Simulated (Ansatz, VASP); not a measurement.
**GeSe in VASP and in Ansatz**

```
Ge Se
1.0
    11.17280    0.00000    0.00000
     0.00000    3.95233    0.00000
     0.00000    0.00000    4.50277
Ge Se
4 4
Direct
  0.61879 0.75000 0.37655
  0.88121 0.25000 0.87655
  0.38121 0.25000 0.62345
  0.11879 0.75000 0.12345
  0.14855 0.25000 0.50918
  0.64855 0.25000 0.99082
  0.35145 0.75000 0.00918
  0.85145 0.75000 0.49082
```

Alike in both runs: task single point; functional PBE; dispersion D3(BJ); k mesh 2 × 4 × 4; occupations gaussian, width 0.1 eV; no spin polarisation.

```csv
,VASP,Ansatz
version,VASP 6.6.1,Ansatz 0.2.0
potentials or method,"VASP PAW PBE potentials, release 64 (Ge_d, Se), cutoff 500 eV","scalar-relativistic, plane waves, PAW"
valence electrons in the cell,80,120
```

|  | VASP | Ansatz | Ansatz less VASP |
| --- | --- | --- | --- |
| gap on the k mesh at the Fermi level (eV) | 0.95 | 0.96 | +0.008 |
| least direct gap on the mesh (eV) | 0.95 | 0.96 | +0.008 |
| pressure (GPa) | -4.0 | -4.0 | 0.00 |
| traceless stress, the component that is largest in VASP (GPa) | -0.22 | -0.22 | +0.008 |
| rms of the force components (eV/Å) | 0.197 | 0.206 | +0.0082 |

Atom by atom the forces differ by 0.008 eV/Å (rms over components). VASP's potentials hold 80 valence electrons a cell and Ansatz's 120, so a difference there can come from the potentials and not from the codes.
